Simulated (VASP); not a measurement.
# Bi2TeSe2 (R-3m) in VASP: notebook

Runs on Bi2TeSe2. Level: PBEsol. Tasks: single point.

Everything below comes from runs of VASP 6.6.1. Logs are shortened: lines on timing, memory, paths and dates and some standing lists are left out, and cuts for length are marked.

### 1 The cell of the first run

The structure is trigonal, space group R-3m (No. 166). The conventional cell has a = 4.183 Å, b = 4.183 Å, c = 29.137 Å, α = 90.00°, β = 90.00°, γ = 120.00°. Bi (site symmetry 3m) has 3 Se at 2.93 Å and 3 Te at 3.06 Å within 3.9 Å. Within 4.0 Å of Te (site symmetry -3m) lie 6 Bi at 3.06 Å. Within 3.9 Å of Se (site symmetry 3m) lie 3 Bi at 2.93 Å and 3 Se at 3.56 Å.

### 2 Single point, PBEsol

INCAR

```
  ALGO = Normal
  EDIFF = 1E-6
  ENCUT = 520
  GGA = PS
  ISIF = 2
  ISMEAR = 0
  LASPH = True
  LCHARG = False
  LREAL = False
  LUSENCCL = False
  LWAVE = False
  NBANDS = 32
  NELM = 60
  PREC = Accurate
  SIGMA = 0.05
```

KPOINTS

```
k-points
0
Gamma
  12 12 12
```

POSCAR

```
Bi2TeSe2
1.0
    2.0915012419      1.2075288050      9.7123300000
   -2.0915012419      1.2075288050      9.7123300000
    0.0000000000     -2.4150576100      9.7123300000
Bi Te Se
2 1 2
Direct
    0.3980600000      0.3980600000      0.3980600000
    0.6019400000      0.6019400000      0.6019400000
    0.0000000000      0.0000000000      0.0000000000
    0.2116000000      0.2116000000      0.2116000000
    0.7884000000      0.7884000000      0.7884000000
```

Potentials or basis: VASP PAW PBE potentials, release 64 (Bi_d, Te, Se).

On the command line:

```bash
> cat potpaw_PBE.64/Bi_d/POTCAR potpaw_PBE.64/Te/POTCAR potpaw_PBE.64/Se/POTCAR > POTCAR
> mpirun -np 1 vasp_std > vasp.out
```

OUTCAR:

```text
EDIFF = 1E-6
   ENCUT = 520
   GGA = PS
   ISIF = 2
   ISMEAR = 0
   LASPH = True
   LREAL = False
   NELM = 60
   PREC = Accurate

 ion  position               nearest neighbor table
   1  0.398  0.398  0.398-   5 2.93   5 2.93   5 2.93   3 3.06   3 3.06   3 3.06
   2  0.602  0.602  0.602-   4 2.93   4 2.93   4 2.93   3 3.06   3 3.06   3 3.06
   3  0.000  0.000  0.000-   2 3.06   1 3.06   2 3.06   2 3.06   1 3.06   1 3.06
   4  0.212  0.212  0.212-   2 2.93   2 2.93   2 2.93
   5  0.788  0.788  0.788-   1 2.93   1 2.93   1 2.93

  LATTYP: Found a trigonal (rhomboedric) cell.
 ALAT       =    10.0080895924
 COS(alpha) =     0.9126538273

  Lattice vectors:

 A1 = (   2.0915012419,   1.2075288050,   9.7123300000)
 A2 = (  -2.0915012419,   1.2075288050,   9.7123300000)
 A3 = (   0.0000000000,  -2.4150576100,   9.7123300000)

Analysis of symmetry for initial positions (statically):
=====================================================================
 Subroutine PRICEL returns:
 Original cell was already a primitive cell.

 Routine SETGRP: Setting up the symmetry group for a
 trigonal (rhombohedral) supercell.

 Subroutine GETGRP returns: Found 12 space group operations
 (whereof 12 operations were pure point group operations)
 out of a pool of 12 trial point group operations.

The static configuration has the point symmetry D_3d.

Analysis of symmetry for dynamics (positions and initial velocities):
=====================================================================
 Subroutine PRICEL returns:
 Original cell was already a primitive cell.

 Routine SETGRP: Setting up the symmetry group for a
 trigonal (rhombohedral) supercell.

 Subroutine GETGRP returns: Found 12 space group operations
 (whereof 12 operations were pure point group operations)
 out of a pool of 12 trial point group operations.

The dynamic configuration has the point symmetry D_3d.

 Subroutine INISYM returns: Found 12 space group operations
 (whereof 12 operations are pure point group operations),
 and found     1 'primitive' translations

----------------------------------------------------------------------------------------

                                     Primitive cell

  volume of cell :     147.1737

[... 93 lines left out ...]
   NELM   =     60;   NELMIN=  2; NELMDL= -5     # of ELM steps
   EDIFF  = 0.1E-05   stopping-criterion for ELM
   LREAL  =      F    real-space projection
   EDIFFG = 0.1E-04   stopping-criterion for IOM
   NSW    =      0    number of steps for IOM
   IBRION =     -1    ionic relax: 0-MD 1-quasi-New 2-CG
   NFREE  =      0    steps in history (QN), initial steepest desc. (CG)
   ISIF   =      2    stress and relaxation
   ISYM   =      2    0-nonsym 1-usesym 2-fastsym
   POTIM  = 0.5000    time-step for ionic-motion
   TEBEG  =    0.0;   TEEND  =   0.0 temperature during run
   PSTRESS=    0.0 pullay stress
   NELECT =      48.0000    total number of electrons
   NUPDOWN=      -1.0000    fix difference up-down
   EMIN   =  10.00;   EMAX   =-10.00  energy-range for DOS
   EFERMI =   0.00;   METHOD = LEGACY
   ISMEAR =     0;   SIGMA  =   0.05  broadening in eV -4-tet -1-fermi 0-gaus
   EFERMI_NEDOS =   21; number of points for ismear=-14 and -15
   IALGO  =     38    algorithm
   IMIX   =      4    mixing-type and parameters
     AMIX     =   0.40;   BMIX     =  1.00
     AMIX_MAG =   1.60;   BMIX_MAG =  1.00
  volume/ion in A,a.u.               =      29.43       198.64
  Fermi-wavevector in a.u.,A,eV,Ry     =   1.126882  2.129498 17.277538  1.269863
  Thomas-Fermi vector in A             =   2.263566
   LORBIT       =      0    0 simple, 1 ext, 2 COOP (PROOUT), +10 PAW based schemes
   GGA     = PS    functional components
   LHFCALC =     F    Hartree Fock is set to
   AEXX    =    0.0000 exact exchange contribution
   IVDW    =     0    specifies the selected vdW correction
   LEPSILON=     F    determine dielectric tensor
   LRPA    =     F    only Hartree local field effects (RPA)
 non-spin polarized calculation
 Gauss-broadening in eV      SIGMA  =   0.05
  energy-cutoff  :      520.00
  volume of cell :      147.17
 maximum number of plane-waves:      3986
 NGX is ok and might be reduce to    80
   NGX = 37   NGY = 37   NGZ = 37

 number of electron      47.9999997 magnetization

 Free energy of the ion-electron system (eV)
  ---------------------------------------------------
  ext. energy  EPLUGINS =         0.00000000
  ---------------------------------------------------
  free energy    TOTEN  =       -20.97850929 eV

  energy without entropy =      -20.97850929  energy(sigma->0) =      -20.97850929

 E-fermi :   5.6225     XC(G=0):  -9.7031

 val. band max:        5.4254738652   @ k =   0.0000   0.0000   0.0000
 cond. band min:       5.8521367248   @ k =   0.0000   0.0000   0.0000
 fundamental gap:      0.4266628596
 Fermi energy:         5.6225003933

 k-point     1 :       0.0000    0.0000    0.0000
  band No.  band energies     occupation
      1     -17.5659      2.00000
      2     -17.5659      2.00000
      3     -17.5615      2.00000
      4     -17.5615      2.00000
      5     -17.5543      2.00000
      6     -17.5515      2.00000
[... 829 lines left out ...]
     31      10.1737      0.00000
     32      11.1329      0.00000

 [... further k-points ...]

------------------------ aborting loop because EDIFF is reached ----------------------------------------

  FORCE on cell =-STRESS in cart. coord.  units (eV):
  Direction    XX          YY          ZZ          XY          YZ          ZX
  --------------------------------------------------------------------------------------
  -------------------------------------------------------------------------------------
  Total        1.6579025      1.6579025      1.9214668      0.0000000      0.0000000     -0.0000000
  in kB       18.0484235     18.0484235     20.9176629      0.0000000      0.0000000     -0.0000000
  external PRESSURE =      19.0048366 kB  Pullay stress =       0.0000000 kB

 VOLUME and BASIS-vectors are now :
 -----------------------------------------------------------------------------
  energy-cutoff  :      520.00
  volume of cell :      147.17
      direct lattice vectors                 reciprocal lattice vectors
     2.091501242  1.207528805  9.712330000     0.239062732  0.138022932  0.034320635
    -2.091501242  1.207528805  9.712330000    -0.239062732  0.138022932  0.034320635
     0.000000000 -2.415057610  9.712330000     0.000000000 -0.276045865  0.034320635

 POSITION                                       TOTAL-FORCE (eV/Angst)
 -----------------------------------------------------------------------------------
      0.00000      0.00000     11.59827         0.000000      0.000000      1.800900
      0.00000      0.00000     17.53872         0.000000      0.000000     -1.800900
      0.00000      0.00000      0.00000         0.000000      0.000000     -0.000000
      0.00000      0.00000      6.16539         0.000000      0.000000      0.562395
      0.00000      0.00000     22.97160         0.000000      0.000000     -0.562395
 -----------------------------------------------------------------------------------
    total drift:                               -0.000000     -0.000000     -0.000000

  FREE ENERGIE OF THE ION-ELECTRON SYSTEM (eV)
  ---------------------------------------------------
  free  energy   TOTEN  =       -20.9785092935 eV

  energy  without entropy=      -20.9785092935  energy(sigma->0) =      -20.97850929
```

stdout:

```text
Offloading initialized ...    1 GPUs detected
 POSCAR found type information on POSCAR BiTeSe
 POSCAR found :  3 types and       5 ions
 scaLAPACK will be used selectively (only on CPU)
 -----------------------------------------------------------------------------
|                                                                             |
|                                                                             |
|     You enforced a specific xc type in the INCAR file but a different       |
|     I HOPE YOU KNOW WHAT YOU ARE DOING!                                     |
|                                                                             |
 -----------------------------------------------------------------------------

 LDA part: xc-table for (Slater+PW92), standard interpolation
 POSCAR, INCAR and KPOINTS ok, starting setup
 FFT: planning ... GRIDC
 FFT: planning ... GRID_SOFT
 FFT: planning ... GRID
 WAVECAR not read
 entering main loop
```

Run time: 7.3 min. Hardware: 1 × NVIDIA H100 80GB with 1 thread of AMD EPYC 7R13 (Zen 3), shared host; peak memory 2.4 GiB.

What came out:

| Quantity | Value |
| --- | --- |
| Free energy | -20.9785 eV |
| Pressure | 1.9 GPa |
| Largest force | 1.801 eV/Å |
| Band gap on the k mesh | 0.43 eV, direct |

Forces in eV/Å, atoms in the order of the input:
```
Bi   0.000  0.000  1.801
Bi   0.000  0.000 -1.801
Te   0.000  0.000  0.000
Se   0.000  0.000  0.562
Se   0.000  0.000 -0.562
```

Levels at points of the mesh, in eV from the valence-band top:
```
           k point  band 20  band 21  band 22  band 23  band 24  band 25  band 26  band 27  band 28  band 29
(0.00, 0.00, 0.00)    -1.53    -1.53    -0.93    -0.93     0.00     0.43     0.99     0.99     2.23     2.68
(0.50, 0.00, 0.00)    -2.85    -2.65    -2.12    -0.98    -0.48     0.86     1.46     2.73     3.31     3.53
(0.50, 0.50, 0.00)    -2.26    -1.86    -1.74    -1.50    -0.89     1.30     1.83     2.07     3.08     3.33
(0.50, 0.50, 0.50)    -1.32    -1.32    -1.19    -1.19    -0.44     0.93     1.27     1.27     1.94     2.39
```

Caveat: the PAW data sets were made with another functional, which shifts forces and pressure a little; spin-orbit coupling is left out, which moves the levels of the heavy elements. A k mesh can miss the band edges.

### 3 Single point, PBEsol

INCAR

```
SYSTEM = Bi2TeSe2
PREC     = Accurate       ! precision mode
ENCUT    = 520            ! plane-wave cutoff, eV
EDIFF    = 1E-6           ! SCF threshold, eV
ISMEAR   = 0              ! smearing method
SIGMA    = 0.05           ! smearing width, eV
LREAL    = .FALSE.        ! projectors in reciprocal space
LASPH    = .TRUE.         ! aspherical terms in the spheres
NELM     = 80             ! most SCF steps
ALGO     = Normal         ! electronic algorithm
ISIF     = 2              ! what is computed and relaxed
LWAVE    = .FALSE.        ! write WAVECAR
LCHARG   = .FALSE.        ! write CHGCAR
GGA      = PS             ! functional
NBANDS   = 32             ! bands
LUSENCCL = .FALSE.
```

KPOINTS

```
regular mesh
0
G
  12 12 12
  0 0 0
```

POSCAR is that of step 2.

Potentials or basis: VASP PAW PBE potentials, release 64 (Bi_d, Te, Se).

On the command line:

```bash
> cat potpaw_PBE.64/Bi_d/POTCAR potpaw_PBE.64/Te/POTCAR potpaw_PBE.64/Se/POTCAR > POTCAR
> mpirun -np 1 vasp_std > vasp.out
```

OUTCAR:

```text
SYSTEM = Bi2TeSe2
   PREC = Accurate
   ENCUT = 520
   EDIFF = 1E-6
   ISMEAR = 0
   LREAL = .FALSE.
   LASPH = .TRUE.
   NELM = 80
   ISIF = 2
   GGA = PS

 ion  position               nearest neighbor table
   1  0.398  0.398  0.398-   5 2.93   5 2.93   5 2.93   3 3.06   3 3.06   3 3.06
   2  0.602  0.602  0.602-   4 2.93   4 2.93   4 2.93   3 3.06   3 3.06   3 3.06
   3  0.000  0.000  0.000-   2 3.06   1 3.06   2 3.06   2 3.06   1 3.06   1 3.06
   4  0.212  0.212  0.212-   2 2.93   2 2.93   2 2.93
   5  0.788  0.788  0.788-   1 2.93   1 2.93   1 2.93

  LATTYP: Found a trigonal (rhomboedric) cell.
 ALAT       =    10.0080895924
 COS(alpha) =     0.9126538273

  Lattice vectors:

 A1 = (   2.0915012419,   1.2075288050,   9.7123300000)
 A2 = (  -2.0915012419,   1.2075288050,   9.7123300000)
 A3 = (   0.0000000000,  -2.4150576100,   9.7123300000)

Analysis of symmetry for initial positions (statically):
=====================================================================
 Subroutine PRICEL returns:
 Original cell was already a primitive cell.

 Routine SETGRP: Setting up the symmetry group for a
 trigonal (rhombohedral) supercell.

 Subroutine GETGRP returns: Found 12 space group operations
[... 176 lines left out ...]
 fundamental gap:      0.4266628596
 Fermi energy:         5.6225003933

 k-point     1 :       0.0000    0.0000    0.0000
  band No.  band energies     occupation
      1     -17.5659      2.00000
      2     -17.5659      2.00000
      3     -17.5615      2.00000
      4     -17.5615      2.00000
      5     -17.5543      2.00000
      6     -17.5515      2.00000
[... 829 lines left out ...]
     31      10.1737      0.00000
     32      11.1329      0.00000

 [... further k-points ...]

------------------------ aborting loop because EDIFF is reached ----------------------------------------

  FORCE on cell =-STRESS in cart. coord.  units (eV):
  Direction    XX          YY          ZZ          XY          YZ          ZX
  --------------------------------------------------------------------------------------
  -------------------------------------------------------------------------------------
  Total        1.6579025      1.6579025      1.9214668      0.0000000      0.0000000      0.0000000
  in kB       18.0484235     18.0484235     20.9176629      0.0000000      0.0000000      0.0000000
  external PRESSURE =      19.0048366 kB  Pullay stress =       0.0000000 kB

 VOLUME and BASIS-vectors are now :
 -----------------------------------------------------------------------------
  energy-cutoff  :      520.00
  volume of cell :      147.17
      direct lattice vectors                 reciprocal lattice vectors
     2.091501242  1.207528805  9.712330000     0.239062732  0.138022932  0.034320635
    -2.091501242  1.207528805  9.712330000    -0.239062732  0.138022932  0.034320635
     0.000000000 -2.415057610  9.712330000     0.000000000 -0.276045865  0.034320635

 POSITION                                       TOTAL-FORCE (eV/Angst)
 -----------------------------------------------------------------------------------
      0.00000      0.00000     11.59827         0.000000      0.000000      1.800900
      0.00000      0.00000     17.53872         0.000000      0.000000     -1.800900
      0.00000      0.00000      0.00000        -0.000000      0.000000      0.000000
      0.00000      0.00000      6.16539         0.000000      0.000000      0.562395
      0.00000      0.00000     22.97160         0.000000      0.000000     -0.562395
 -----------------------------------------------------------------------------------
    total drift:                               -0.000000     -0.000000     -0.000000

  FREE ENERGIE OF THE ION-ELECTRON SYSTEM (eV)
  ---------------------------------------------------
  free  energy   TOTEN  =       -20.9785092935 eV

  energy  without entropy=      -20.9785092935  energy(sigma->0) =      -20.97850929
```

Wall time 7.2 min (1 × NVIDIA H100 80GB with 1 thread of AMD EPYC 7R13 (Zen 3), shared host); peak memory 2.4 GiB.

Results:

* Free energy: -20.9785 eV
* Pressure: 1.9 GPa
* Largest force: 1.801 eV/Å
* Band gap on the k mesh: 0.43 eV, direct

Forces in eV/Å, atoms in the order of the input:
```
Bi   0.000  0.000  1.801
Bi   0.000  0.000 -1.801
Te   0.000  0.000  0.000
Se   0.000  0.000  0.562
Se   0.000  0.000 -0.562
```

Caveat: the PAW data sets were made with another functional, which shifts forces and pressure a little; spin-orbit coupling is left out, which moves the levels of the heavy elements. A k mesh can miss the band edges.
